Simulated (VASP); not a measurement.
A run of VASP 6.6.1:

The input INCAR:

```
SYSTEM = CsBe3Ag
ALGO = Fast
EDIFF = 1E-6
ENCUT = 520
GGA = PE
ISIF = 2
ISMEAR = 0
LASPH = .TRUE.
LCHARG = .FALSE.
LREAL = .FALSE.
LWAVE = .FALSE.
NBANDS = 21
NELM = 100
PREC = Accurate
SIGMA = 0.1
```

Contents of KPOINTS:

```
k-points
0
G
  4 4 4
  0 0 0
```

POSCAR

```
CsBe3Ag
1.0
    4.0839783700      0.0000000000      0.0000000000
    0.0000000000      4.2645864900      0.0000000000
    0.0000000000      0.0000000000      5.7797936400
Cs Be Ag
1 3 1
Direct
    0.5000000000      0.5000000000      0.5000000000
    0.0000000000      0.5000000000      0.3082385600
    0.0000000000      0.5000000000      0.6917614400
    0.0000000000      0.0000000000      0.0000000000
    0.0000000000      0.5000000000      0.0000000000
```

Potentials or basis: VASP PAW PBE potentials, release 64 (Cs_sv, Be, Ag).

The run is started by

```console
$ cat potpaw_PBE.64/Cs_sv/POTCAR potpaw_PBE.64/Be/POTCAR potpaw_PBE.64/Ag/POTCAR > POTCAR
$ mpirun -np 1 vasp_std > vasp.out
```

Hardware: 1 thread of Oxide Virtual Turin-like Processor, on a shared host.

Q: How long does it take, and how much memory?

A: It took 49 s on 1 thread of Oxide Virtual Turin-like Processor, with other jobs on the host, peak memory 0.2 GiB. Counts: scf iterations 16, k points 27.
